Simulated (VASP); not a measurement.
# B18AsN17 (a cell with a defect) in VASP: relaxation of the atoms with PBE

Aim: the relaxation of the atoms of B18AsN17 (a cell with a defect) with PBE.

All numbers are computed with VASP 6.6.1; they aren't measurements. Logs are shortened: lines on timing, memory, paths and dates and some standing lists are left out, and cuts for length are marked.

### 1 The cell of the first run

The cell holds a defect, 36 atoms: a = 7.465 Å, b = 7.465 Å, c = 6.495 Å, α = 90.00°, β = 90.00°, γ = 120.00°.

### 2 Relaxation of the atoms, PBE, collinear spin

Contents of INCAR:

```
  PREC = Accurate
  ENCUT = 520
  EDIFF = 1E-7
  ISMEAR = 0
  SIGMA = 0.01
  LREAL = Auto
  LASPH = T
  NELM = 200
  ALGO = Normal
  ISIF = 2
  LWAVE = F
  LCHARG = F
  ISPIN = 2
  MAGMOM = 0 0 0 0 0 0 0.01 0 0.01 0 0 0 0 0 0.01 0 0 0 0.02 0.02 0 0.01 0 0 0.09 0.01 0.03 0.01 0.01 0 0 0.04 0.01 0.02 0.01 0.13
  LORBIT = 11
  NUPDOWN = 1.0
  GGA = PE
  IBRION = 2
  NSW = 100
  EDIFFG = -0.03
  NELECT = 143.0
  GGA_COMPAT = F
  NELMIN = 4
```

Contents of KPOINTS:

```
Automatic mesh
0
Gamma
  1 1 1
  0.25 0.25 0.25
```

Contents of POSCAR:

```
B18AsN17
1.0
    7.4650312800      0.0000000000      0.0000000000
   -3.7325156400      6.4649067300      0.0000000000
    0.0000000000      0.0000000000      6.4954828800
B N As
18 17 1
Direct
    0.1111111100      0.2222222200      0.2500000000
    0.2222222200      0.1111111100      0.7500000000
    0.1111111100      0.5555555600      0.2500000000
    0.2222222200      0.4444444400      0.7500000000
    0.1111111100      0.8888888900      0.2500000000
    0.2222222200      0.7777777800      0.7500000000
    0.4444444400      0.2222222200      0.2500000000
    0.5555555600      0.1111111100      0.7500000000
    0.4444444400      0.5555555600      0.2500000000
    0.5555555600      0.4444444400      0.7500000000
    0.4444444400      0.8888888900      0.2500000000
    0.5555555600      0.7777777800      0.7500000000
    0.7777777800      0.2222222200      0.2500000000
    0.8888888900      0.1111111100      0.7500000000
    0.7777777800      0.5555555600      0.2500000000
    0.8888888900      0.4444444400      0.7500000000
    0.7777777800      0.8888888900      0.2500000000
    0.8888888900      0.7777777800      0.7500000000
    0.1111111100      0.2222222200      0.7500000000
    0.2222222200      0.1111111100      0.2500000000
    0.1111111100      0.5555555600      0.7500000000
    0.2222222200      0.4444444400      0.2500000000
    0.1111111100      0.8888888900      0.7500000000
    0.2222222200      0.7777777800      0.2500000000
    0.4444444400      0.2222222200      0.7500000000
    0.5555555600      0.1111111100      0.2500000000
    0.4444444400      0.5555555600      0.7500000000
    0.4444444400      0.8888888900      0.7500000000
    0.5555555600      0.7777777800      0.2500000000
    0.7777777800      0.2222222200      0.7500000000
    0.8888888900      0.1111111100      0.2500000000
    0.7777777800      0.5555555600      0.7500000000
    0.8888888900      0.4444444400      0.2500000000
    0.7777777800      0.8888888900      0.7500000000
    0.8888888900      0.7777777800      0.2500000000
    0.5555555600      0.4444444400      0.2500000000
```

Potentials or basis: VASP PAW PBE potentials, release 64 (B, N, As).

Command:

```bash
$ cat potpaw_PBE.64/B/POTCAR potpaw_PBE.64/N/POTCAR potpaw_PBE.64/As/POTCAR > POTCAR
$ mpirun -np 1 vasp_std > vasp.out
```

OUTCAR:

```text
PREC = Accurate
   ENCUT = 520
   EDIFF = 1E-7
   ISMEAR = 0
   LREAL = Auto
   LASPH = T
   NELM = 200
   ISIF = 2
   ISPIN = 2
   LORBIT = 11
   NUPDOWN = 1.0
   GGA = PE
   IBRION = 2
   NSW = 100
   EDIFFG = -0.03
   NELECT = 143.0
   NELMIN = 4

 ion  position               nearest neighbor table
   1  0.111  0.222  0.250-  20 1.44  31 1.44  22 1.44
   2  0.222  0.111  0.750-  19 1.44  25 1.44  23 1.44
   3  0.111  0.556  0.250-  33 1.44  24 1.44  22 1.44
   4  0.222  0.444  0.750-  27 1.44  19 1.44  21 1.44
   5  0.111  0.889  0.250-  24 1.44  35 1.44  20 1.44
   6  0.222  0.778  0.750-  23 1.44  28 1.44  21 1.44
[... 28 lines left out ...]
  35  0.889  0.778  0.250-  17 1.44   5 1.44  15 1.44
  36  0.556  0.444  0.250-  15 1.44   7 1.44   9 1.44

  LATTYP: Found a hexagonal cell.
 ALAT       =     7.4650312800
 C/A-ratio  =     0.8701213212

  Lattice vectors:

 A1 = (   7.4650312800,   0.0000000000,   0.0000000000)
 A2 = (  -3.7325156400,   6.4649067300,   0.0000000000)
 A3 = (   0.0000000000,   0.0000000000,   6.4954828800)

Analysis of symmetry for initial positions (statically):
=====================================================================
 Subroutine PRICEL returns:
 Original cell was already a primitive cell.

 Routine SETGRP: Setting up the symmetry group for a
 hexagonal supercell.

 Subroutine GETGRP returns: Found 12 space group operations
 (whereof  2 operations were pure point group operations)
 out of a pool of 24 trial point group operations.

The static configuration has the point symmetry C_1h.
 The point group associated with its full space group is D_3h.

Analysis of symmetry for dynamics (positions and initial velocities):
=====================================================================
 Subroutine PRICEL returns:
 Original cell was already a primitive cell.

 Routine SETGRP: Setting up the symmetry group for a
 hexagonal supercell.

 Subroutine GETGRP returns: Found 12 space group operations
 (whereof  2 operations were pure point group operations)
 out of a pool of 24 trial point group operations.

The dynamic configuration has the point symmetry C_1h.
 The point group associated with its full space group is D_3h.

Analysis of structural, dynamic, and magnetic symmetry:
=====================================================================
 Subroutine PRICEL returns:
 Original cell was already a primitive cell.

 Routine SETGRP: Setting up the symmetry group for a
 hexagonal supercell.

 Subroutine GETGRP returns: Found  2 space group operations
 (whereof  1 operations were pure point group operations)
 out of a pool of 24 trial point group operations.

The overall configuration has the point symmetry C_1 .
 The point group associated with its full space group is C_1h.

 Subroutine INISYM returns: Found  2 space group operations
 (whereof  1 operations are pure point group operations),
 and found     1 'primitive' translations

----------------------------------------------------------------------------------------

                                     Primitive cell

  volume of cell :     313.4768

  direct lattice vectors                    reciprocal lattice vectors
     7.465031280  0.000000000  0.000000000     0.133957912  0.077340636  0.000000000
    -3.732515640  6.464906730  0.000000000     0.000000000  0.154681273  0.000000000
     0.000000000  0.000000000  6.495482880     0.000000000  0.000000000  0.153953142

  length of vectors
     7.465031280  7.465031281  6.495482880     0.154681273  0.154681273  0.153953142

  position of ions in fractional coordinates (direct lattice)
     0.111111110  0.222222220  0.250000000
     0.222222220  0.111111110  0.750000000
     0.111111110  0.555555560  0.250000000
     0.222222220  0.444444440  0.750000000
     0.111111110  0.888888890  0.250000000
     0.222222220  0.777777780  0.750000000
[... 28 lines left out ...]
     0.888888890  0.777777780  0.250000000
[... 77 lines left out ...]
   ions per type =              18  17   1
   NGX,Y,Z   is equivalent  to a cutoff of  12.47, 12.47, 12.29 a.u.
   NGXF,Y,Z  is equivalent  to a cutoff of  24.94, 24.94, 24.57 a.u.
 SYSTEM =  unknown system
   PREC   = accura    normal or accurate (medium, high low for compatibility)
   ISTART =      0    job   : 0-new  1-cont  2-samecut
   ICHARG =      2    charge: 1-file 2-atom 10-const
   ISPIN  =      2    spin polarized calculation?
   LNONCOLLINEAR =      F non collinear calculations
   LSORBIT =      F    spin-orbit coupling
   LASPH  =      T    aspherical Exc in radial PAW
   ENCUT  =  520.0 eV  38.22 Ry    6.18 a.u.  13.88 13.88 12.08*2*pi/ulx,y,z
   NELM   =    200;   NELMIN=  4; NELMDL= -5     # of ELM steps
   EDIFF  = 0.1E-06   stopping-criterion for ELM
   LREAL  =      T    real-space projection
   EDIFFG = -.3E-01   stopping-criterion for IOM
   NSW    =    100    number of steps for IOM
   IBRION =      2    ionic relax: 0-MD 1-quasi-New 2-CG
   NFREE  =      1    steps in history (QN), initial steepest desc. (CG)
   ISIF   =      2    stress and relaxation
   ISYM   =      2    0-nonsym 1-usesym 2-fastsym
   POTIM  = 0.5000    time-step for ionic-motion
   TEBEG  =    0.0;   TEEND  =   0.0 temperature during run
   PSTRESS=    0.0 pullay stress
   NELECT =     143.0000    total number of electrons
   NUPDOWN=       1.0000    fix difference up-down
   EMIN   =  10.00;   EMAX   =-10.00  energy-range for DOS
   EFERMI =   0.00;   METHOD = LEGACY
   ISMEAR =     0;   SIGMA  =   0.01  broadening in eV -4-tet -1-fermi 0-gaus
   EFERMI_NEDOS =   21; number of points for ismear=-14 and -15
   IALGO  =     38    algorithm
   IMIX   =      4    mixing-type and parameters
     AMIX     =   0.40;   BMIX     =  1.00
     AMIX_MAG =   1.60;   BMIX_MAG =  1.00
  volume/ion in A,a.u.               =       8.71        58.76
  Fermi-wavevector in a.u.,A,eV,Ry     =   1.260236  2.381500 21.608687  1.588194
  Thomas-Fermi vector in A             =   2.393755
   LORBIT       =     11    0 simple, 1 ext, 2 COOP (PROOUT), +10 PAW based schemes
   GGA     = PE    functional components
   LHFCALC =     F    Hartree Fock is set to
   AEXX    =    0.0000 exact exchange contribution
   IVDW    =     0    specifies the selected vdW correction
   LEPSILON=     F    determine dielectric tensor
   LRPA    =     F    only Hartree local field effects (RPA)
 conjugate gradient relaxation of ions
 spin polarized calculation
 Gauss-broadening in eV      SIGMA  =   0.01
  energy-cutoff  :      520.00
  volume of cell :      313.48
 maximum number of plane-waves:      8452
   NGX = 27   NGY = 27   NGZ = 25

--------------------------------------- Ionic step        1  -------------------------------------------

 number of electron     143.0000002 magnetization       0.9999989

 Free energy of the ion-electron system (eV)
  ---------------------------------------------------
  ext. energy  EPLUGINS =         0.00000000
  ---------------------------------------------------
  free energy    TOTEN  =      -294.52660398 eV

  energy without entropy =     -294.52660398  energy(sigma->0) =     -294.52660398

------------------------ aborting loop because EDIFF is reached ----------------------------------------

  FORCE on cell =-STRESS in cart. coord.  units (eV):
  Direction    XX          YY          ZZ          XY          YZ          ZX
  --------------------------------------------------------------------------------------
  -------------------------------------------------------------------------------------
  Total       86.8286033     86.8255427     -2.0187197     -0.0026510      0.0000000      0.0000000
  in kB      443.7803410    443.7646986    -10.3176612     -0.0135491      0.0000000      0.0000000
  external PRESSURE =     292.4091261 kB  Pullay stress =       0.0000000 kB
[... 191 lines left out ...]
  FREE ENERGIE OF THE ION-ELECTRON SYSTEM (eV)
  ---------------------------------------------------
  free  energy   TOTEN  =      -289.7826995762 eV

  energy  without entropy=     -289.7815571635  energy(sigma->0) =     -289.78212837

[... ionic steps 4 to 13 ...]

--------------------------------------- Ionic step       14  -------------------------------------------

 number of electron     142.9999996 magnetization       1.0000000

------------------------ aborting loop because EDIFF is reached ----------------------------------------
[... 135 lines left out ...]
--------------------------------------- Ionic step       16  -------------------------------------------

 number of electron     142.9999996 magnetization       1.0000000

 Free energy of the ion-electron system (eV)
  ---------------------------------------------------
  ext. energy  EPLUGINS =         0.00000000
  ---------------------------------------------------
  free energy    TOTEN  =      -306.21960941 eV

  energy without entropy =     -306.21960941  energy(sigma->0) =     -306.21960941

 E-fermi :   2.7294     XC(G=0): -10.3222

 val. band max:        3.2009165836   @ k =   0.2500   0.2500   0.2500
 cond. band min:       3.7935413168   @ k =  -0.2500   0.5000   0.2500
 fundamental gap:      0.5926247332
 Fermi energy:         3.2592242408

 spin component 1

 k-point     1 :       0.2500    0.2500    0.2500
  band No.  band energies     occupation
      1     -15.1954      1.00000
      2     -14.7759      1.00000
      3     -14.4141      1.00000
      4     -14.2120      1.00000
      5     -13.7114      1.00000
      6     -13.6867      1.00000
[... 247 lines left out ...]
     82       9.6126      0.00000
     83       9.7020      0.00000
 Fermi energy:         2.7293945401

 spin component 2

 k-point     1 :       0.2500    0.2500    0.2500
  band No.  band energies     occupation
      1     -15.1700      1.00000
      2     -14.7511      1.00000
      3     -14.3745      1.00000
      4     -14.1941      1.00000
      5     -13.6897      1.00000
      6     -13.6732      1.00000
[... 247 lines left out ...]
     82       9.6683      0.00000
     83       9.7743      0.00000
 [bands above 83 left out]

------------------------ aborting loop because EDIFF is reached ----------------------------------------

  FORCE on cell =-STRESS in cart. coord.  units (eV):
  Direction    XX          YY          ZZ          XY          YZ          ZX
  --------------------------------------------------------------------------------------
  -------------------------------------------------------------------------------------
  Total       63.0799348     63.0727705     -2.1799316     -0.0062042      0.0000000      0.0000000
  in kB      322.4010740    322.3644576    -11.1416143     -0.0317095      0.0000000      0.0000000
  external PRESSURE =     211.2079725 kB  Pullay stress =       0.0000000 kB
[... 51 lines left out ...]
  FREE ENERGIE OF THE ION-ELECTRON SYSTEM (eV)
  ---------------------------------------------------
  free  energy   TOTEN  =      -306.2196094090 eV

  energy  without entropy=     -306.2196094090  energy(sigma->0) =     -306.21960941

 reached required accuracy - stopping structural energy minimisation

 total charge

# of ion       s       p       d       tot
------------------------------------------
    1        0.757   1.443   0.000   2.200
    2        0.756   1.445   0.000   2.201
    3        0.796   1.568   0.000   2.364
    4        0.756   1.445   0.000   2.201
    5        0.796   1.569   0.000   2.364
    6        0.756   1.443   0.000   2.199
[... 28 lines left out ...]
   35        1.247   2.861   0.000   4.108
   36        1.264   2.048   0.118   3.430
--------------------------------------------------
tot         36.191  76.908   0.118 113.217

 magnetization (x)

# of ion       s       p       d       tot
------------------------------------------
    1        0.000   0.011   0.000   0.012
    2       -0.000  -0.002   0.000  -0.002
    3       -0.000  -0.000   0.000  -0.001
    4       -0.000  -0.002   0.000  -0.002
    5       -0.000  -0.000   0.000  -0.001
    6       -0.000  -0.001   0.000  -0.001
[... 28 lines left out ...]
   35        0.001   0.020   0.000   0.021
   36        0.008   0.288  -0.001   0.295
--------------------------------------------------
tot          0.009   0.550  -0.001   0.558
```

Run time: 53 min. Hardware: 1 thread of Intel Xeon Platinum 8488C (Sapphire Rapids), shared host; peak memory 0.58 GiB.

What came out:

* Free energy: -306.2196 eV
* Energy gained by relaxing: 324.8 meV/atom
* Ionic steps: 16
* Largest force after relaxing: 0.013 eV/Å
* Net moment: 1.00 μB per cell
* Site moments: B +0.01, -0.00, +0.00 (each value once); N +0.02, +0.00 (each value once); As +0.29 μB
* Valence electrons inside the program's atomic spheres: B 2.20, 2.36, 2.41, 2.19 (each value once); N 4.03, 4.11, 4.04, 4.07, 4.08 (each value once); As 3.43

Forces in eV/Å, atoms in the order of the input:
```
B    0.011  0.006  0.000
B   -0.003 -0.004  0.000
B   -0.001  0.004  0.000
B   -0.005  0.000  0.000
B    0.005 -0.003  0.000
B    0.000  0.000  0.000
B    0.000 -0.009  0.000
B    0.003 -0.004  0.000
B   -0.010  0.006  0.000
B    0.000  0.000  0.000
B   -0.004 -0.001  0.000
B   -0.002  0.004  0.000
B   -0.011  0.006  0.000
B    0.000  0.000  0.000
B    0.008  0.005  0.000
B    0.005  0.000  0.000
B    0.000 -0.013  0.000
B    0.002  0.004  0.000
N    0.002  0.001  0.000
N    0.009  0.003  0.000
N    0.000 -0.003  0.000
N    0.007  0.006  0.000
N   -0.002  0.001  0.000
N    0.000  0.000  0.000
N    0.000  0.003  0.000
N   -0.009  0.004  0.000
N    0.003 -0.002  0.000
N    0.003  0.001  0.000
N   -0.002 -0.009  0.000
N   -0.002  0.001  0.000
N    0.000  0.000  0.000
N   -0.003 -0.002  0.000
N   -0.008  0.006  0.000
N    0.000 -0.002  0.000
N    0.002 -0.009  0.000
As  -0.001  0.000  0.000
```

The path:
```csv
step,energy change (eV),largest force (eV/Å),pressure (GPa)
1,0.0000,29.7734,29.24
2,16.5578,14.8418,20.10
3,4.7439,6.4241,23.31
4,1.6942,8.0805,23.74
5,-9.1825,7.5742,22.86
6,-9.9307,5.7680,22.71
7,-10.5300,5.6139,22.22
8,-10.5600,5.3206,22.22
9,-6.4879,11.7136,24.23
10,-11.6253,1.1634,21.17
11,-11.6019,1.4974,21.22
12,-11.6916,0.2193,21.13
13,-11.6894,0.3510,21.07
14,-11.6928,0.0510,21.11
15,-11.6929,0.0478,21.13
16,-11.6930,0.0130,21.12
```

Final structure:
```
CELL_PARAMETERS angstrom
7.46503 0.00000 0.00000
-3.73252 6.46491 0.00000
0.00000 0.00000 6.49548
ATOMIC_POSITIONS crystal
B 0.10811 0.22072 0.25000
B 0.22198 0.11079 0.75000
B 0.11199 0.55731 0.25000
B 0.22198 0.44453 0.75000
B 0.11199 0.88801 0.25000
B 0.22222 0.77778 0.75000
B 0.42055 0.17442 0.25000
B 0.55548 0.11079 0.75000
B 0.42054 0.57946 0.25000
B 0.55556 0.44444 0.75000
B 0.44269 0.88801 0.25000
B 0.55547 0.77802 0.75000
B 0.77928 0.22072 0.25000
B 0.88889 0.11111 0.75000
B 0.82558 0.57945 0.25000
B 0.88921 0.44452 0.75000
B 0.77928 0.89189 0.25000
B 0.88921 0.77802 0.75000
N 0.11115 0.22224 0.75000
N 0.21111 0.10167 0.25000
N 0.11113 0.55559 0.75000
N 0.21110 0.44277 0.25000
N 0.11113 0.88887 0.75000
N 0.22222 0.77778 0.25000
N 0.44430 0.22192 0.75000
N 0.55724 0.10168 0.25000
N 0.44430 0.55570 0.75000
N 0.44441 0.88887 0.75000
N 0.55723 0.78890 0.25000
N 0.77776 0.22224 0.75000
N 0.88889 0.11111 0.25000
N 0.77808 0.55570 0.75000
N 0.89832 0.44276 0.25000
N 0.77776 0.88885 0.75000
N 0.89833 0.78889 0.25000
As 0.55554 0.44445 0.25000
```

Caveat: the k points lie up to 0.49 Å⁻¹ apart; the cell carries a net charge on a neutralising background, which shifts energy and pressure; the cell is charged against a uniform background, so pressure and absolute levels hang on convention; the total moment is fixed, so each spin has its own Fermi level and the state may be an excited one.
